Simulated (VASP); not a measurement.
# Ir (Fm-3m) in VASP: relaxation of cell and atoms with LDA

Aim: the relaxation of cell and atoms of Ir with LDA.

Everything below comes from runs of VASP 6.6.1. Logs are shortened: lines on timing, memory, paths and dates and some standing lists are left out, and cuts for length are marked.

## (1) The cell of the first run

The structure is cubic, space group Fm-3m (No. 225). Conventional cell: a = 3.839 Å, b = 3.839 Å, c = 3.839 Å, α = 90.00°, β = 90.00°, γ = 90.00°. Within 3.6 Å of Ir (site symmetry m-3m) lie 12 Ir at 2.71 Å.

## (2) Relaxation of cell and atoms, LDA

INCAR

```
SYSTEM = Ir
PREC = Accurate ; ENCUT = 560
EDIFF = 1E-7 ; ISMEAR = 0
SIGMA = 0.1 ; LREAL = .FALSE.
LASPH = .TRUE. ; NELM = 120
ALGO = Normal ; ISIF = 3
LWAVE = .FALSE. ; LCHARG = .FALSE.
IBRION = 2 ; NSW = 100
EDIFFG = -0.005 ; GGA_COMPAT = .FALSE.
NELMIN = 4
```

KPOINTS

```
regular mesh
0
G
  18 18 18
  0 0 0
```

POSCAR

```
Ir
1.0
    0.0000000000      1.9197000000      1.9197000000
    1.9197000000      0.0000000000      1.9197000000
    1.9197000000      1.9197000000      0.0000000000
Ir
1
Direct
    0.0000000000      0.0000000000      0.0000000000
```

Potentials or basis: VASP PAW LDA potentials, release 64 (Ir_sv_GW).

On the command line:

```sh
$ cat potpaw_LDA.64/Ir_sv_GW/POTCAR > POTCAR
$ mpirun -np 1 vasp_std > vasp.out
```

OUTCAR:

```text
SYSTEM = Ir
   PREC = Accurate
   ENCUT = 560
   EDIFF = 1E-7
   ISMEAR = 0
   LREAL = .FALSE.
   LASPH = .TRUE.
   NELM = 120
   ISIF = 3
   IBRION = 2
   NSW = 100
   EDIFFG = -0.005
   NELMIN = 4

 ion  position               nearest neighbor table
   1  0.000  0.000  0.000-

  LATTYP: Found a face centered cubic cell.
 ALAT       =     3.8394000000

  Lattice vectors:

 A1 = (   0.0000000000,   1.9197000000,   1.9197000000)
 A2 = (   1.9197000000,   0.0000000000,   1.9197000000)
 A3 = (   1.9197000000,   1.9197000000,   0.0000000000)

Analysis of symmetry for initial positions (statically):
=====================================================================
 Subroutine PRICEL returns:
 Original cell was already a primitive cell.

 Routine SETGRP: Setting up the symmetry group for a
 face centered cubic supercell.

 Subroutine GETGRP returns: Found 48 space group operations
 (whereof 48 operations were pure point group operations)
 out of a pool of 48 trial point group operations.

The static configuration has the point symmetry O_h .

Analysis of symmetry for dynamics (positions and initial velocities):
=====================================================================
 Subroutine PRICEL returns:
 Original cell was already a primitive cell.

 Routine SETGRP: Setting up the symmetry group for a
 face centered cubic supercell.

 Subroutine GETGRP returns: Found 48 space group operations
 (whereof 48 operations were pure point group operations)
 out of a pool of 48 trial point group operations.

The dynamic configuration has the point symmetry O_h .

 Subroutine INISYM returns: Found 48 space group operations
 (whereof 48 operations are pure point group operations),
 and found     1 'primitive' translations

----------------------------------------------------------------------------------------

                                     Primitive cell

  volume of cell :      14.1491

  direct lattice vectors                    reciprocal lattice vectors
     0.000000000  1.919700000  1.919700000    -0.260457363  0.260457363  0.260457363
     1.919700000  0.000000000  1.919700000     0.260457363 -0.260457363  0.260457363
     1.919700000  1.919700000  0.000000000     0.260457363  0.260457363 -0.260457363

  length of vectors
     2.714865776  2.714865776  2.714865776     0.451125386  0.451125386  0.451125386

  position of ions in fractional coordinates (direct lattice)
     0.000000000  0.000000000  0.000000000

  ion indices of the primitive-cell ions
   primitive index   ion index
                 1           1

----------------------------------------------------------------------------------------

 KPOINTS: regular mesh

Automatic generation of k-mesh.
 Grid dimensions read from file:
 generate k-points for:   18   18   18

 Generating k-lattice:

  Cartesian coordinates                     Fractional coordinates (reciprocal lattice)
    -0.014469854  0.014469854  0.014469854     0.055555556  0.000000000  0.000000000
     0.014469854 -0.014469854  0.014469854     0.000000000  0.055555556  0.000000000
     0.014469854  0.014469854 -0.014469854     0.000000000  0.000000000  0.055555556

  Length of vectors
     0.025062521  0.025062521  0.025062521

  Shift w.r.t. Gamma in fractional coordinates (k-lattice)
     0.000000000  0.000000000  0.000000000

 Subroutine IBZKPT returns following result:
 ===========================================

 Found    195 irreducible k-points:

 Following reciprocal coordinates:
            Coordinates               Weight
  0.000000  0.000000  0.000000      1.000000
  0.055556  0.000000  0.000000      8.000000
  0.111111  0.000000  0.000000      8.000000
  0.166667  0.000000  0.000000      8.000000
  0.222222  0.000000  0.000000      8.000000
  0.277778  0.000000  0.000000      8.000000
[... 16 lines left out ...]
 -0.277778  0.055556  0.000000     24.000000
 -0.222222  0.055556  0.000000     24.000000
 [... further k-points ...]
   k-points           NKPTS =    195   k-points in BZ     NKDIM =    195   number of bands    NBANDS=     12
   number of dos      NEDOS =    301   number of ions     NIONS =      1
   total plane-waves  NPLWV =  13824
   dimension x,y,z NGX =    24 NGY =   24 NGZ =   24
   dimension x,y,z NGXF=    48 NGYF=   48 NGZF=   48
   ions per type =               1
   NGX,Y,Z   is equivalent  to a cutoff of  14.70, 14.70, 14.70 a.u.
   NGXF,Y,Z  is equivalent  to a cutoff of  29.39, 29.39, 29.39 a.u.
 SYSTEM =  Ir
   PREC   = accura    normal or accurate (medium, high low for compatibility)
   ISTART =      0    job   : 0-new  1-cont  2-samecut
   ICHARG =      2    charge: 1-file 2-atom 10-const
   ISPIN  =      1    spin polarized calculation?
   LNONCOLLINEAR =      F non collinear calculations
   LSORBIT =      F    spin-orbit coupling
   LASPH  =      T    aspherical Exc in radial PAW
   ENCUT  =  560.0 eV  41.16 Ry    6.42 a.u.   5.24  5.24  5.24*2*pi/ulx,y,z
   NELM   =    120;   NELMIN=  4; NELMDL= -5     # of ELM steps
   EDIFF  = 0.1E-06   stopping-criterion for ELM
   LREAL  =      F    real-space projection
   EDIFFG = -.5E-02   stopping-criterion for IOM
   NSW    =    100    number of steps for IOM
   IBRION =      2    ionic relax: 0-MD 1-quasi-New 2-CG
   NFREE  =      1    steps in history (QN), initial steepest desc. (CG)
   ISIF   =      3    stress and relaxation
   ISYM   =      2    0-nonsym 1-usesym 2-fastsym
   POTIM  = 0.5000    time-step for ionic-motion
   TEBEG  =    0.0;   TEEND  =   0.0 temperature during run
   PSTRESS=    0.0 pullay stress
   NELECT =      17.0000    total number of electrons
   NUPDOWN=      -1.0000    fix difference up-down
   EMIN   =  10.00;   EMAX   =-10.00  energy-range for DOS
   EFERMI =   0.00;   METHOD = LEGACY
   ISMEAR =     0;   SIGMA  =   0.10  broadening in eV -4-tet -1-fermi 0-gaus
   EFERMI_NEDOS =   21; number of points for ismear=-14 and -15
   IALGO  =     38    algorithm
   IMIX   =      4    mixing-type and parameters
     AMIX     =   0.40;   BMIX     =  1.00
     AMIX_MAG =   1.60;   BMIX_MAG =  1.00
  volume/ion in A,a.u.               =      14.15        95.48
  Fermi-wavevector in a.u.,A,eV,Ry     =   1.740395  3.288869 41.211694  3.028974
  Thomas-Fermi vector in A             =   2.813052
   LORBIT       =      0    0 simple, 1 ext, 2 COOP (PROOUT), +10 PAW based schemes
   GGA     = CA    functional components
   LHFCALC =     F    Hartree Fock is set to
   AEXX    =    0.0000 exact exchange contribution
   IVDW    =     0    specifies the selected vdW correction
   LEPSILON=     F    determine dielectric tensor
   LRPA    =     F    only Hartree local field effects (RPA)
 conjugate gradient relaxation of ions
 non-spin polarized calculation
 Gauss-broadening in eV      SIGMA  =   0.10
  energy-cutoff  :      560.00
  volume of cell :       14.15
 maximum number of plane-waves:       444
 NGX is ok and might be reduce to    24
   NGX = 11   NGY = 11   NGZ = 11

--------------------------------------- Ionic step        1  -------------------------------------------

 number of electron      17.0000000 magnetization

 Free energy of the ion-electron system (eV)
  ---------------------------------------------------
  ext. energy  EPLUGINS =         0.00000000
  ---------------------------------------------------
  free energy    TOTEN  =       -10.90363676 eV

  energy without entropy =      -10.89856721  energy(sigma->0) =      -10.90110199

------------------------ aborting loop because EDIFF is reached ----------------------------------------

  FORCE on cell =-STRESS in cart. coord.  units (eV):
  Direction    XX          YY          ZZ          XY          YZ          ZX
  --------------------------------------------------------------------------------------
  -------------------------------------------------------------------------------------
  Total       -0.7924644     -0.7924644     -0.7924644      0.0000000      0.0000000     -0.0000000
  in kB      -89.7346641    -89.7346641    -89.7346641      0.0000000      0.0000000     -0.0000000
  external PRESSURE =     -89.7346641 kB  Pullay stress =       0.0000000 kB
[... 90 lines left out ...]
  energy  without entropy=      -10.9078839515  energy(sigma->0) =      -10.91031500

--------------------------------------- Ionic step        4  -------------------------------------------

 number of electron      17.0000000 magnetization

 Free energy of the ion-electron system (eV)
  ---------------------------------------------------
  ext. energy  EPLUGINS =         0.00000000
  ---------------------------------------------------
  free energy    TOTEN  =       -10.91276402 eV

  energy without entropy =      -10.90790999  energy(sigma->0) =      -10.91033701

 E-fermi :  13.1367     XC(G=0): -14.9283

 val. band max:       13.1295667718   @ k =   0.5000   0.2222   0.1111
 cond. band min:      13.1509042317   @ k =   0.3333   0.1111   0.0556
 fundamental gap:      0.0213374599
 Fermi energy:        13.1366569528

 k-point     1 :       0.0000    0.0000    0.0000
  band No.  band energies     occupation
      1     -79.5089      2.00000
      2     -36.1461      2.00000
      3     -36.1461      2.00000
      4     -36.1461      2.00000
      5       1.7738      2.00000
      6       9.0578      2.00000
      7       9.0578      2.00000
      8       9.0578      2.00000
      9      11.8775      2.00000
     10      11.8775      2.00000
     11      26.6803      0.00000
     12      32.2804      0.00000
[... 331 lines left out ...]
 k-point    24 :      -0.2222    0.0556    0.0000
  band No.  band energies     occupation
      1     -79.4731      2.00000
      2     -36.5666      2.00000
      3     -36.2331      2.00000
      4     -36.1950      2.00000
      5       4.0307      2.00000
      6       8.3845      2.00000
      7       9.5346      2.00000
      8       9.6259      2.00000
      9      11.5554      2.00000
     10      12.4557      2.00000
     11      27.0319      0.00000
     12      29.7258      0.00000

 [... further k-points ...]
[... 5 lines left out ...]
  --------------------------------------------------------------------------------------
  -------------------------------------------------------------------------------------
  Total       -0.0046906     -0.0046906     -0.0046906      0.0000000     -0.0000000      0.0000000
  in kB       -0.5432893     -0.5432893     -0.5432893      0.0000000     -0.0000000      0.0000000
  external PRESSURE =      -0.5432893 kB  Pullay stress =       0.0000000 kB
[... 16 lines left out ...]
  FREE ENERGIE OF THE ION-ELECTRON SYSTEM (eV)
  ---------------------------------------------------
  free  energy   TOTEN  =       -10.9127640213 eV

  energy  without entropy=      -10.9079099946  energy(sigma->0) =      -10.91033701

 reached required accuracy - stopping structural energy minimisation
```

Run time: 1.7 min. Hardware: 1 thread of AMD EPYC 7R13 (Zen 3), shared host; peak memory 0.15 GiB.

Results:

| Quantity | Value |
| --- | --- |
| Free energy | -10.9128 eV |
| Relaxed volume | 13.83 Å³/atom |
| Relaxed cell | a = 2.694 Å, b = 2.694 Å, c = 2.694 Å, α = 60.00°, β = 60.00°, γ = 60.00° |
| Space group after relaxing (to 0.1 Å) | Fm-3m (No. 225) |
| Energy gained by relaxing | 9.1 meV/atom |
| Ionic steps | 4 |
| Pressure after relaxing | -0.1 GPa |
| Band gap on the k mesh | zero (an odd number of electrons rules out a gap without spin polarisation) |

Step by step:
```csv
step,energy change (eV),largest force (eV/Å),pressure (GPa),volume (Å³)
1,0.0000,0.0000,-8.97,14.15
2,0.1658,0.0000,49.42,12.59
3,-0.0091,0.0000,-0.42,13.84
4,-0.0091,0.0000,-0.05,13.83
```

Final structure:
```yaml
crystal:
  lattice:
    - [0.00000, 1.90528, 1.90528]
    - [1.90528, 0.00000, 1.90528]
    - [1.90528, 1.90528, 0.00000]
  atoms:
    - { symbol: Ir, position: [0.00000, 0.00000, 0.00000] }
```

Levels at points of the mesh, in eV from the Fermi level:
| k point | band 6 | band 7 | band 8 | band 9 | band 10 | band 11 |
| --- | --- | --- | --- | --- | --- | --- |
| (0.00, 0.00, 0.00) | -4.08 | -4.08 | -4.08 | -1.26 | -1.26 | 13.54 |
| (0.50, 0.00, 0.00) | -4.18 | -4.18 | -0.79 | 0.91 | 0.91 | 7.49 |
| (0.50, 0.50, 0.00) | -7.64 | 0.90 | 1.51 | 1.51 | 1.71 | 10.83 |

Caveat: spin-orbit coupling is left out, which moves the levels of the heavy elements. Zero-point motion and thermal expansion aren't in these numbers.

The gap in the log of VASP goes by the Fermi energy; the results here count the filled bands.